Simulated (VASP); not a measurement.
Write the native input for VASP 6.6.1 that does the following.

| Property | Result |
| --- | --- |
| Task | relaxation of cell and atoms |
| Functional | RPBE |
| Potentials or basis | VASP PAW PBE potentials, release 64 (Cd, Se) |
| Cutoff | 600 eV |
| k mesh | 7 × 7 × 4 |
| Occupations | fermi-dirac, width 0.05 eV |
| Spin | no spin polarisation |
| Dipole correction | no |
| Further INCAR settings | ALGO = Normal; EDIFF = 1e-06; IBRION = 2; EDIFFG = -0.01; NSW = 60; ISIF = 3 |

The structure of CdSe lies in POSCAR:

```
CdSe
1.0
    4.3000000000      0.0000000000      0.0000000000
   -2.1500000000      3.7239092363      0.0000000000
    0.0000000000      0.0000000000      7.0200000000
Cd Se
2 2
Direct
    0.6666666667      0.3333333333      0.5000000000
    0.3333333333      0.6666666667      0.0000000000
    0.6666666667      0.3333333333      0.8850000000
    0.3333333333      0.6666666667      0.3850000000
```

One way to write it, as run:

INCAR

```
ALGO = Normal
EDIFF = 1E-6
EDIFFG = -0.01
ENCUT = 600
GGA = RP
IBRION = 2
ISIF = 3
ISMEAR = -1
LASPH = T
LCHARG = F
LREAL = F
LWAVE = F
NELM = 100
NSW = 60
PREC = Accurate
SIGMA = 0.05
```

KPOINTS

```
k-points
0
Gamma
  7 7 4
```

Potentials or basis: VASP PAW PBE potentials, release 64 (Cd, Se).

Launch:

```sh
$ cat potpaw_PBE.64/Cd/POTCAR potpaw_PBE.64/Se/POTCAR > POTCAR
$ mpirun -np 1 vasp_std > vasp.out
```

It gave:

```json
{"Relaxed volume": "31.18 Å³/atom", "Relaxed cell": "a = 4.451 Å, b = 4.451 Å, c = 7.269 Å, α = 90.00°, β = 90.00°, γ = 120.00°", "Space group after relaxing (to 0.1 Å)": "P6_3mc (No. 186)", "Energy gained by relaxing": "50.3 meV/atom", "Ionic steps": "8", "Pressure after relaxing": "0.0 GPa", "Band gap on the k mesh": "0.61 eV"}
```

Caveat: the PAW data sets were made with another functional, which shifts forces and pressure a little.

It took 9.2 min on 1 thread of Intel Xeon 8259CL, with other jobs on the host, peak memory 0.3 GiB.
